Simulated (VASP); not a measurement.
# SiC (P1) in VASP: further runs

Runs on SiC. Level: PBEsol. Tasks: single point.

All numbers are computed with VASP 6.6.1; they aren't measurements. Logs are shortened: lines on timing, memory, paths and dates and some standing lists are left out, and cuts for length are marked.

## 1. The cell of the first run

The typed cell holds 2 atoms: a = 3.081 Å, b = 3.081 Å, c = 3.081 Å, α = 60.00°, β = 60.00°, γ = 60.00°.

## 2. Single point, PBEsol (mode 4 frozen in at -0.036 Å and mode 5 at -0.024 Å (largest displacements))

INCAR

```
ALGO = Normal
EDIFF = 1E-7
ENCUT = 520
GGA = PS
ISIF = 2
ISMEAR = 0
LASPH = T
LCHARG = F
LREAL = F
LWAVE = F
NBANDS = 11
NELM = 80
PREC = Accurate
SIGMA = 0.05
```

KPOINTS

```
k-points
0
Gamma
  10 10 10
```

POSCAR

```
SiC
1.0
    0.0000000000      2.1783895848      2.1783895848
    2.1783895848      0.0000000000      2.1783895848
    2.1783895848      2.1783895848      0.0000000000
Si C
1 1
Direct
   -0.0011779326      0.0058896629      0.0011779326
    0.7527543283      0.7362283587      0.7472456717
```

Potentials or basis: VASP PAW PBE potentials, release 64 (Si, C).

The run is started by

```bash
$ cat potpaw_PBE.64/Si/POTCAR potpaw_PBE.64/C/POTCAR > POTCAR
$ mpirun -np 1 vasp_std > vasp.out
```

OUTCAR:

```text
EDIFF = 1E-7
   ENCUT = 520
   GGA = PS
   ISIF = 2
   ISMEAR = 0
   LASPH = T
   LREAL = F
   NELM = 80
   PREC = Accurate

 ion  position               nearest neighbor table
   1  0.999  0.006  0.001-   2 1.84   2 1.88   2 1.90   2 1.94
   2  0.753  0.736  0.747-   1 1.84   1 1.88   1 1.90   1 1.94

  LATTYP: Found a face centered cubic cell.
 ALAT       =     4.3567791696

  Lattice vectors:

 A1 = (   0.0000000000,   2.1783895848,   2.1783895848)
 A2 = (   2.1783895848,   0.0000000000,   2.1783895848)
 A3 = (   2.1783895848,   2.1783895848,   0.0000000000)

Analysis of symmetry for initial positions (statically):
=====================================================================
 Subroutine PRICEL returns:
 Original cell was already a primitive cell.

 Routine SETGRP: Setting up the symmetry group for a
 face centered cubic supercell.

 Subroutine GETGRP returns: Found  1 space group operations
 (whereof  1 operations were pure point group operations)
 out of a pool of 48 trial point group operations.

The static configuration has the point symmetry C_1 .

Analysis of symmetry for dynamics (positions and initial velocities):
=====================================================================
 Subroutine PRICEL returns:
 Original cell was already a primitive cell.

 Routine SETGRP: Setting up the symmetry group for a
 face centered cubic supercell.

 Subroutine GETGRP returns: Found  1 space group operations
 (whereof  1 operations were pure point group operations)
 out of a pool of 48 trial point group operations.

The dynamic configuration has the point symmetry C_1 .

 Subroutine INISYM returns: Found  1 space group operations
 (whereof  1 operations are pure point group operations),
 and found     1 'primitive' translations

----------------------------------------------------------------------------------------

                                     Primitive cell

  volume of cell :      20.6746

  direct lattice vectors                    reciprocal lattice vectors
     0.000000000  2.178389585  2.178389585    -0.229527355  0.229527355  0.229527355
     2.178389585  0.000000000  2.178389585     0.229527355 -0.229527355  0.229527355
     2.178389585  2.178389585  0.000000000     0.229527355  0.229527355 -0.229527355

  length of vectors
     3.080708095  3.080708095  3.080708095     0.397553041  0.397553041  0.397553041

  position of ions in fractional coordinates (direct lattice)
     0.998822067  0.005889663  0.001177933
     0.752754328  0.736228359  0.747245672

[... 79 lines left out ...]
   NSW    =      0    number of steps for IOM
   IBRION =     -1    ionic relax: 0-MD 1-quasi-New 2-CG
   NFREE  =      0    steps in history (QN), initial steepest desc. (CG)
   ISIF   =      2    stress and relaxation
   ISYM   =      2    0-nonsym 1-usesym 2-fastsym
   POTIM  = 0.5000    time-step for ionic-motion
   TEBEG  =    0.0;   TEEND  =   0.0 temperature during run
   PSTRESS=    0.0 pullay stress
   NELECT =       8.0000    total number of electrons
   NUPDOWN=      -1.0000    fix difference up-down
   EMIN   =  10.00;   EMAX   =-10.00  energy-range for DOS
   EFERMI =   0.00;   METHOD = LEGACY
   ISMEAR =     0;   SIGMA  =   0.05  broadening in eV -4-tet -1-fermi 0-gaus
   EFERMI_NEDOS =   21; number of points for ismear=-14 and -15
   IALGO  =     38    algorithm
   IMIX   =      4    mixing-type and parameters
     AMIX     =   0.40;   BMIX     =  1.00
     AMIX_MAG =   1.60;   BMIX_MAG =  1.00
  volume/ion in A,a.u.               =      10.34        69.76
  Fermi-wavevector in a.u.,A,eV,Ry     =   1.192960  2.254368 19.363185  1.423154
  Thomas-Fermi vector in A             =   2.328986
   LORBIT       =      0    0 simple, 1 ext, 2 COOP (PROOUT), +10 PAW based schemes
   GGA     = PS    functional components
   LHFCALC =     F    Hartree Fock is set to
   AEXX    =    0.0000 exact exchange contribution
   IVDW    =     0    specifies the selected vdW correction
   LEPSILON=     F    determine dielectric tensor
   LRPA    =     F    only Hartree local field effects (RPA)
 non-spin polarized calculation
 Gauss-broadening in eV      SIGMA  =   0.05
  energy-cutoff  :      520.00
  volume of cell :       20.67
 maximum number of plane-waves:       568
   NGX = 11   NGY = 11   NGZ = 11

 number of electron       8.0000000 magnetization

 Free energy of the ion-electron system (eV)
  ---------------------------------------------------
  ext. energy  EPLUGINS =         0.00000000
  ---------------------------------------------------
  free energy    TOTEN  =       -15.87827941 eV

  energy without entropy =      -15.87827941  energy(sigma->0) =      -15.87827941

 E-fermi :   8.6628     XC(G=0): -11.5084

 val. band max:        8.3468055937   @ k =   0.0000   0.0000   0.0000
 cond. band min:       9.2880737966   @ k =   0.5000   0.0000   0.5000
 fundamental gap:      0.9412682029
 Fermi energy:         8.6627963821

 k-point     1 :       0.0000    0.0000    0.0000
  band No.  band energies     occupation
      1      -7.3674      2.00000
      2       7.7652      2.00000
      3       8.0680      2.00000
      4       8.3468      2.00000
      5      14.2448      0.00000
      6      15.2111      0.00000
      7      15.3039      0.00000
      8      15.4486      0.00000
      9      22.5177      0.00000
     10      22.5197      0.00000
     11      24.3222      0.00000
[... 309 lines left out ...]
 k-point    24 :       0.1000    0.0000    0.1000
  band No.  band energies     occupation
      1      -7.1058      2.00000
      2       7.1302      2.00000
      3       7.5888      2.00000
      4       7.7545      2.00000
      5      14.4643      0.00000
      6      15.0222      0.00000
      7      16.0129      0.00000
      8      16.0792      0.00000
      9      20.1004      0.00000
     10      22.8146      0.00000
     11      25.3002      0.00000

 [... further k-points ...]
[... 5 lines left out ...]
  --------------------------------------------------------------------------------------
  -------------------------------------------------------------------------------------
  Total        0.0713158      0.1358590      0.1068838     -0.2983822     -0.4456576      0.0683375
  in kB        5.5266231     10.5283972      8.2829687    -23.1231433    -34.5362522      5.2958179
  external PRESSURE =       8.1126630 kB  Pullay stress =       0.0000000 kB

 VOLUME and BASIS-vectors are now :
 -----------------------------------------------------------------------------
  energy-cutoff  :      520.00
  volume of cell :       20.67
      direct lattice vectors                 reciprocal lattice vectors
     0.000000000  2.178389585  2.178389585    -0.229527355  0.229527355  0.229527355
     2.178389585  0.000000000  2.178389585     0.229527355 -0.229527355  0.229527355
     2.178389585  2.178389585  0.000000000     0.229527355  0.229527355 -0.229527355

 POSITION                                       TOTAL-FORCE (eV/Angst)
 -----------------------------------------------------------------------------------
      0.01540      2.17839      2.18865        -0.987038      0.122292     -0.661990
      3.23158      3.26758      3.24358         0.987038     -0.122292      0.661990
 -----------------------------------------------------------------------------------
    total drift:                                0.000002      0.000000     -0.000044

  FREE ENERGIE OF THE ION-ELECTRON SYSTEM (eV)
  ---------------------------------------------------
  free  energy   TOTEN  =       -15.8782794070 eV

  energy  without entropy=      -15.8782794070  energy(sigma->0) =      -15.87827941
```

OSZICAR:

```text
N       E                     dE             d eps       ncg     rms          rms(c)
DAV:   1     0.268067406388E+01    0.26807E+01   -0.39842E+03 11571   0.614E+02
DAV:   2    -0.170917924682E+02   -0.19772E+02   -0.18867E+02 13734   0.110E+02
DAV:   3    -0.176880600761E+02   -0.59627E+00   -0.59506E+00 13680   0.158E+01
DAV:   4    -0.176903016718E+02   -0.22416E-02   -0.22414E-02 12732   0.123E+00
DAV:   5    -0.176903115144E+02   -0.98426E-05   -0.98425E-05 13659   0.756E-02    0.878E+00
DAV:   6    -0.159583385392E+02    0.17320E+01   -0.60934E+00 12576   0.109E+01    0.394E+00
DAV:   7    -0.158929740689E+02    0.65364E-01   -0.37575E-01 13295   0.346E+00    0.177E+00
DAV:   8    -0.158784609128E+02    0.14513E-01   -0.21281E-02 12735   0.928E-01    0.165E-01
DAV:   9    -0.158782342700E+02    0.22664E-03   -0.17564E-03 13668   0.222E-01    0.110E-01
DAV:  10    -0.158782787661E+02   -0.44496E-04   -0.12602E-04 12471   0.710E-02    0.261E-02
DAV:  11    -0.158782791817E+02   -0.41559E-06   -0.11181E-05 13377   0.188E-02    0.566E-03
DAV:  12    -0.158782793843E+02   -0.20254E-06   -0.64065E-07 12837   0.492E-03    0.908E-04
DAV:  13    -0.158782794070E+02   -0.22747E-07   -0.34570E-08  7644   0.119E-03
   1 F= -.15878279E+02 E0= -.15878279E+02  d E =-.127246E-21
```

stdout:

```text
POSCAR found type information on POSCAR SiC
 POSCAR found :  2 types and       2 ions
 scaLAPACK will be used
 -----------------------------------------------------------------------------
|                                                                             |
|                                                                             |
|     You enforced a specific xc type in the INCAR file but a different       |
|     I HOPE YOU KNOW WHAT YOU ARE DOING!                                     |
|                                                                             |
 -----------------------------------------------------------------------------

 LDA part: xc-table for (Slater+PW92), standard interpolation
 POSCAR, INCAR and KPOINTS ok, starting setup
 FFT: planning ... GRIDC
 FFT: planning ... GRID_SOFT
 FFT: planning ... GRID
 WAVECAR not read
 entering main loop
```

It took 53 s on 1 thread of AMD EPYC 9R45 (Zen 5), shared host; peak memory 0.19 GiB.

Results:

* Free energy: -15.8783 eV
* Pressure: 0.8 GPa
* Largest force: 1.195 eV/Å
* Band gap on the k mesh: 0.94 eV, indirect (least direct gap 4.31 eV)

Forces on the atoms (eV/Å):
```
Si  -0.987  0.122 -0.662
C    0.987 -0.122  0.662
```

Caveat: the cell differs from its parent crystal (mode 4 frozen in at -0.036 Å and mode 5 at -0.024 Å (largest displacements)); the PAW data sets were made with another functional, which shifts forces and pressure a little. A k mesh can miss the band edges.

## 3. Single point, PBEsol (mode 4 frozen in at -0.060 Å and mode 5 at -0.024 Å (largest displacements))

INCAR

```
SYSTEM = SiC
PREC     = Accurate       ! precision mode
ENCUT    = 520            ! plane-wave cutoff, eV
EDIFF    = 1E-6           ! SCF threshold, eV
ISMEAR   = 0              ! smearing method
SIGMA    = 0.05           ! smearing width, eV
LREAL    = .False.        ! projectors in reciprocal space
LASPH    = .True.         ! aspherical terms in the spheres
NELM     = 100            ! most SCF steps
ALGO     = Normal         ! electronic algorithm
ISIF     = 2              ! what is computed and relaxed
LWAVE    = .False.        ! write WAVECAR
LCHARG   = .False.        ! write CHGCAR
GGA      = PS             ! functional
NBANDS   = 11             ! bands
```

KPOINTS

```
regular mesh
0
Gamma
  10 10 10
  0 0 0
```

POSCAR

```
SiC
1.0
    0.0000000000      2.1783895848      2.1783895848
    2.1783895848      0.0000000000      2.1783895848
    2.1783895848      2.1783895848      0.0000000000
Si C
1 1
Direct
   -0.0035337978      0.0082455281      0.0035337978
    0.7582629848      0.7307197022      0.7417370152
```

Potentials or basis: VASP PAW PBE potentials, release 64 (Si, C).

The run is started by

```bash
$ cat potpaw_PBE.64/Si/POTCAR potpaw_PBE.64/C/POTCAR > POTCAR
$ mpirun -np 1 vasp_std > vasp.out
```

It took 48 s on 1 thread of AMD EPYC 9R45 (Zen 5), shared host; peak memory 0.19 GiB.

It converged, with:

```yaml
Free_energy: -15.8333 eV
Pressure: 1.4 GPa
Largest_force: 1.779 eV/Å
Band_gap_on_the_k_mesh: 0.80 eV, indirect (least direct gap 4.23 eV)
```

Forces on the atoms (eV/Å):
```
Si  -1.635  0.204 -0.671
C    1.635 -0.204  0.671
```

Stress tensor (GPa, compression positive):
```
 0.52 -2.35  0.88
-2.35  1.91 -5.78
 0.88 -5.78  1.68
```

Levels at points of the mesh, in eV from the valence-band top:
```
           k point  band 2  band 3  band 4  band 5  band 6  band 7
(0.00, 0.00, 0.00)   -0.86   -0.40    0.00    5.75    6.70    6.82
(0.50, 0.00, 0.00)   -8.91   -1.85   -1.17    4.93    6.31    7.07
(0.00, 0.50, 0.00)   -9.25   -1.57   -1.14    4.94    6.58    7.13
(0.00, 0.00, 0.50)   -9.11   -1.73   -1.10    4.92    6.39    7.18
(0.50, 0.50, 0.50)   -8.78   -1.83   -1.34    4.96    6.35    6.90
(0.50, 0.50, 0.00)   -8.26   -3.69   -3.52    0.80    3.75   13.54
(0.00, 0.50, 0.50)   -8.22   -3.84   -3.42    0.81    3.80   13.54
(0.50, 0.00, 0.50)   -8.27   -3.61   -3.58    0.80    3.75   13.55
```

Caveat: the cell differs from its parent crystal (mode 4 frozen in at -0.060 Å and mode 5 at -0.024 Å (largest displacements)); the PAW data sets were made with another functional, which shifts forces and pressure a little. A k mesh can miss the band edges.

[end of part 1 of 2]
